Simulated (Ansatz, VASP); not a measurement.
**Bi: VASP beside Ansatz**

```
Bi
1.0
     2.29933    1.34345    3.97193
    -2.24667    1.32072    3.94920
     0.00665   -2.60486    3.94088
Bi
2
Direct
  0.23389 0.23389 0.23389
  0.76611 0.76611 0.76611
```

Change from the starting cell: equal xy, yz and zx shear strains of +1 %.

Alike in both runs: task single point; functional LDA; k mesh 11 × 11 × 11; occupations fermi-dirac, width 0.03 eV; no spin polarisation.

|  | VASP | Ansatz |
| --- | --- | --- |
| version | VASP 6.6.1 | Ansatz 0.2.0 |
| potentials or method | VASP PAW LDA potentials, release 64 (Bi_d), cutoff 520 eV | all-electron LAPW, scalar-relativistic |

|  | VASP | Ansatz | Ansatz less VASP |
| --- | --- | --- | --- |
| pressure (GPa) | -1.8 | -1.8 | -0.05 |
| traceless stress, the component that is largest in VASP (GPa) | -0.43 | -0.43 | +0.003 |
| rms of the force components (eV/Å) | 0.051 | 0.043 | -0.0077 |

LDA's correlation is that of Perdew and Zunger in VASP and of Perdew and Wang (1992) in Ansatz. Atom by atom the forces differ by 0.012 eV/Å (rms over components). Ansatz ran all-electron here, and VASP with PAW potentials.

Neither program's run includes spin-orbit coupling.
